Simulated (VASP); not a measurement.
Write the native input for VASP 6.6.1 that does the following.

| Property | Result |
| --- | --- |
| Task | single point |
| Functional | PBEsol |
| Dispersion | D4 |
| Potentials or basis | VASP PAW PBE potentials, release 64 (As) |
| Cutoff | 520 eV |
| k mesh | 10 × 10 × 10 |
| Occupations | fermi-dirac, width 0.05 eV |
| Spin | no spin polarisation |
| Dipole correction | no |
| Further INCAR settings | ALGO = Normal; EDIFF = 1e-07; NBANDS = 8 |

The structure of As lies in POSCAR:

```
As
1.0
    2.6661685102      0.0000000000      0.0000000000
    0.0000000000      2.6661685102      0.0000000000
    0.0000000000      0.0000000000      2.6661685102
As
1
Direct
    0.5000000000      0.5000000000      0.5000000000
```

These files were run (other wordings do the same):

INCAR

```
PREC = Accurate
ENCUT = 520
EDIFF = 1E-7
ISMEAR = -1
SIGMA = 0.05
LREAL = False
LASPH = True
NELM = 60
ALGO = Normal
ISIF = 2
LWAVE = False
LCHARG = True
GGA = PS
IVDW = 13
LELF = True
LVHAR = True
NBANDS = 8
```

KPOINTS

```
Automatic mesh
0
Gamma
  10 10 10
```

Potentials or basis: VASP PAW PBE potentials, release 64 (As).

The run is started by

```console
$ cat potpaw_PBE.64/As/POTCAR > POTCAR
$ mpirun -np 1 vasp_std > vasp.out
```

Results of the run:

```yaml
Pressure: 0.4 GPa
Dispersion_energy_per_atom: -0.289 eV
```

Caveat: the PAW data sets were made with another functional, which shifts forces and pressure a little; pairwise dispersion overbinds metals, which lowers pressure and volume.

Run time: 5.7 s on 1 thread of Intel(R) Xeon(R) Platinum 8488C (Sapphire Rapids), with other jobs on the host, peak memory 0.12 GiB.
